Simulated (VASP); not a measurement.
Input of a VASP 6.6.1 run:

Contents of INCAR:

```
SYSTEM = Al
PREC = Accurate
ENCUT = 520
EDIFF = 1E-7
ISMEAR = -1
SIGMA = 0.1
LREAL = .FALSE.
LASPH = .TRUE.
NELM = 60
ALGO = Normal
ISIF = 2
LWAVE = .FALSE.
LCHARG = .FALSE.
LDIPOL = .TRUE.
IDIPOL = 3
DIPOL = 0.5 0.5 0.500
GGA = PS
NBANDS = 16
```

The input KPOINTS:

```
regular mesh
0
G
  13 9 1
  0 0 0
```

Contents of POSCAR:

```
Al
1.0
    2.8388187244      0.0000000000      0.0000000000
    0.0000000000      4.0146959412      0.0000000000
    0.0000000000      0.0000000000     21.6776000000
Al
5
Direct
    0.0000000000      0.0000000000      0.3735785802
    0.5000000000      0.5000000000      0.4345880705
    0.0000000000      0.0000000000      0.4999999986
    0.5000000000      0.5000000000      0.5654119312
    0.0000000000      0.0000000000      0.6264214195
```

Potentials or basis: VASP PAW PBE potentials, release 64 (Al).

Launch:

```bash
$ cat potpaw_PBE.64/Al/POTCAR > POTCAR
$ mpirun -np 1 vasp_std > vasp.out
```

Task: What does it give for the largest force?

Result: 0.006 eV/Å.

Forces on the atoms (eV/Å):
```
Al   0.000  0.000 -0.002
Al   0.000  0.000  0.006
Al   0.000  0.000  0.000
Al   0.000  0.000 -0.006
Al   0.000  0.000  0.002
```

Caveat: the PAW data sets were made with another functional, which shifts forces and pressure a little.
